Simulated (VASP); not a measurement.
Set up this calculation in VASP 6.6.1, as the native input.

```
Task                   : relaxation of cell and atoms
Functional             : LDA
Potentials or basis    : VASP PAW LDA potentials, release 64 (Zr_sv, Zn)
Cutoff                 : 600 eV
k mesh                 : 12 × 12 × 12
Occupations            : fermi-dirac, width 0.15 eV
Spin                   : no spin polarisation
Dipole correction      : no
Further INCAR settings : ALGO = Fast; EDIFF = 1e-06; IBRION = 2; EDIFFG = -0.001; NSW = 80; ISIF = 3
```

The structure of ZrZn lies in POSCAR:

```
ZrZn
1.0
    3.2600261330      0.0000000000      0.0000000000
    0.0000000000      3.2600261330      0.0000000000
    0.0000000000      0.0000000000      3.2600261330
Zr Zn
1 1
Direct
    0.5000000000      0.5000000000      0.5000000000
    0.0000000000      0.0000000000      0.0000000000
```

One way to write it, as run:

INCAR

```
SYSTEM = ZrZn
PREC = Accurate
ENCUT = 600
EDIFF = 1E-6
ISMEAR = -1
SIGMA = 0.15
LREAL = .False.
LASPH = .True.
NELM = 80
ALGO = Fast
ISIF = 3
LWAVE = .False.
LCHARG = .False.
IBRION = 2
NSW = 80
EDIFFG = -0.001
```

KPOINTS

```
Automatic mesh
0
Gamma
  12 12 12
  0 0 0
```

Potentials or basis: VASP PAW LDA potentials, release 64 (Zr_sv, Zn).

The run is started by

```console
$ cat potpaw_LDA.64/Zr_sv/POTCAR potpaw_LDA.64/Zn/POTCAR > POTCAR
$ mpirun -np 1 vasp_std > vasp.out
```

Results of the run:

```json
{"Relaxed volume": "17.38 Å³/atom", "Relaxed cell": "a = 3.264 Å, b = 3.264 Å, c = 3.264 Å, α = 90.00°, β = 90.00°, γ = 90.00°", "Space group after relaxing (to 0.1 Å)": "Pm-3m (No. 221)", "Energy gained by relaxing": "0.1 meV/atom", "Ionic steps": "5", "Pressure after relaxing": "0.0 GPa", "Band gap on the k mesh": "zero (bands 12 and 13 overlap by 0.29 eV)"}
```

It took 100 s on 1 thread of Intel(R) Xeon(R) 6975P-C (Granite Rapids) (shared host), peak memory 0.19 GiB.
